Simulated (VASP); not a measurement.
Crystal: Mg.

```xyz
3
Lattice="5.2784 0.0000 0.0000 -2.6392 4.5712 0.0000 0.0000 0.0000 3.2359" Properties=species:S:1:pos:R:3 pbc="T T T"
Mg    0.0000    0.0000    0.0000
Mg    0.0000    3.0475    1.6179
Mg    2.6392    1.5237    1.6179
```

| Quantity | Value |
| --- | --- |
| Program | VASP 6.6.1 |
| Task | relaxation of cell and atoms |
| Functional | PBEsol |
| Potentials or basis | VASP PAW PBE potentials, release 64 (Mg) |
| Cutoff | 600 eV |
| k mesh | 12 × 12 × 14 |
| Occupations | gaussian, width 0.1 eV |
| Spin | no spin polarisation |

At the start: pressure -3.6 GPa; volume 26.03 Å³/atom.

**Question.** Where does the relaxation end?

**Answer.** Over 6 steps the energy falls by 41.7 meV/atom and the volume is 22.76 Å³/atom (-12.6 %); space group P6/mmm (No. 191, to 0.05 Å).

Step by step:
| step | energy change (eV) | largest force (eV/Å) | pressure (GPa) | volume (Å³) |
| --- | --- | --- | --- | --- |
| 1 | 0.0000 | 0.0000 | -3.63 | 78.08 |
| 2 | -0.1077 | 0.0000 | -1.51 | 71.60 |
| 3 | -0.1237 | 0.0000 | -0.13 | 68.61 |
| 4 | -0.1239 | 0.0000 | 0.02 | 68.32 |
| 5 | -0.1247 | 0.0000 | 0.02 | 68.30 |
| 6 | -0.1250 | 0.0000 | 0.02 | 68.27 |

Final structure:
```xyz
3
Lattice="5.0727 0.0000 0.0000 -2.5364 4.3931 0.0000 0.0000 0.0000 3.0637" Properties=species:S:1:pos:R:3 pbc="T T T"
Mg    5.0727    0.0000    0.0000
Mg    0.0000    2.9287    1.5319
Mg    2.5364    1.4644    1.5319
```

Caveat: the PAW data sets were made with another functional, which shifts forces and pressure a little.
